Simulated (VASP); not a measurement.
Wanted: the native input for a VASP 6.6.1 run.

```
Task                   : single point
Functional             : r2SCAN
Potentials or basis    : VASP PAW PBE potentials, release 64 (Na_pv)
Cutoff                 : 520 eV
k mesh                 : 12 × 12 × 8
Occupations            : gaussian, width 0.15 eV
Spin                   : no spin polarisation
Dipole correction      : no
Further INCAR settings : ALGO = Normal; EDIFF = 1e-06; NBANDS = 14
```

Na:

```
Na
1.0
     3.76700    0.00000    0.00000
    -1.88350    3.26232    0.00000
     0.00000    0.00000    6.15400
Na
2
Direct
  0.26436 0.52873 0.21344
  0.66667 0.33333 0.75000
```

This cell differs from its parent crystal: atom 1 (Na) moved by (-0.450, -0.225) A along y and z.

The input as run:

POSCAR

```
Na
1.0
    3.7670009976      0.0000000000      0.0000000000
   -1.8835004988      3.2623185600      0.0000000000
    0.0000000000      0.0000000000      6.1540000000
Na
2
Direct
    0.2643639804      0.5287279609      0.2134384140
    0.6666666667      0.3333333333      0.7500000000
```

INCAR.step1

```
SYSTEM = Na
  PREC = Accurate
  ENCUT = 520
  ISMEAR = 0
  SIGMA = 0.15
  LREAL = .False.
  LASPH = .True.
  NELM = 80
  NBANDS = 14
  GGA = PE
  ALGO = Normal
  EDIFF = 1E-4
  LWAVE = .True.
  LCHARG = .False.
```

INCAR.step2

```
SYSTEM = Na
  PREC = Accurate
  ENCUT = 520
  EDIFF = 1E-6
  ISMEAR = 0
  SIGMA = 0.15
  LREAL = .False.
  LASPH = .True.
  NELM = 80
  ALGO = Normal
  ISIF = 2
  LWAVE = .False.
  LCHARG = .True.
  METAGGA = R2SCAN
  LMIXTAU = .True.
  LELF = .True.
  LVHAR = .True.
  NBANDS = 14
  ISTART = 1
```

KPOINTS

```
regular mesh
0
Gamma
  12 12 8
  0 0 0
```

Potentials or basis: VASP PAW PBE potentials, release 64 (Na_pv).

Run with:

```console
$ cat potpaw_PBE.64/Na_pv/POTCAR > POTCAR
$ cp INCAR.step1 INCAR
$ mpirun -np 1 vasp_std > vasp.out
$ cp INCAR.step2 INCAR
$ mpirun -np 1 vasp_std > vasp.out
```

Results of the run:

The pressure is 0.1 GPa and the largest force is 0.191 eV/Å. The band gap on the k mesh is zero (bands 7 and 8 overlap by 4.34 eV).

Caveat: the cell differs from its parent crystal (atom 1 (Na) moved by (-0.450, -0.225) A along y and z); the PAW data sets were made with another functional, which shifts forces and pressure a little.

Wall time 9 min on 1 thread of Intel(R) Xeon(R) 6975P-C (Granite Rapids) (shared host), peak memory 0.36 GiB.
